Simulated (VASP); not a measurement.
A run of VASP 6.6.1:

INCAR

```
PREC = Accurate ; ENCUT = 600
EDIFF = 1E-6 ; ISMEAR = 0
SIGMA = 0.2 ; LREAL = False
LASPH = True ; NELM = 120
ALGO = Normal ; ISIF = 2
LWAVE = False ; LCHARG = False
GGA = PE ; NBANDS = 20
GGA_COMPAT = False
```

Contents of KPOINTS:

```
Automatic mesh
0
Gamma
  4 4 4
```

Contents of POSCAR:

```
B6C
1.0
   -2.5591492115      2.5591492115      2.2359556443
    2.5591492115     -2.5591492115      2.2359556443
    2.5591492115      2.5591492115     -2.2359556443
B C
6 1
Direct
    0.0000000000      0.6555667677      0.6555667677
    0.0000000000      0.3444332323      0.3444332323
    0.6688510213      0.6688510213      0.0000000000
    0.3311489787      0.3311489787      0.0000000000
    0.6555667677      0.0000000000      0.6555667677
    0.3444332323      0.0000000000      0.3444332323
    0.0000000000      0.0000000000      0.0000000000
```

Potentials or basis: VASP PAW PBE potentials, release 64 (B, C).

Run with:

```bash
$ cat potpaw_PBE.64/B/POTCAR potpaw_PBE.64/C/POTCAR > POTCAR
$ mpirun -np 1 vasp_std > vasp.out
```

Hardware: 1 thread of AMD EPYC 7R13 (shared host).

Question: Estimate the wall time of this run.

Answer: It took 44 s on 1 thread of AMD EPYC 7R13 (shared host), peak memory 0.17 GiB. Counts: scf iterations 13, k points 13.
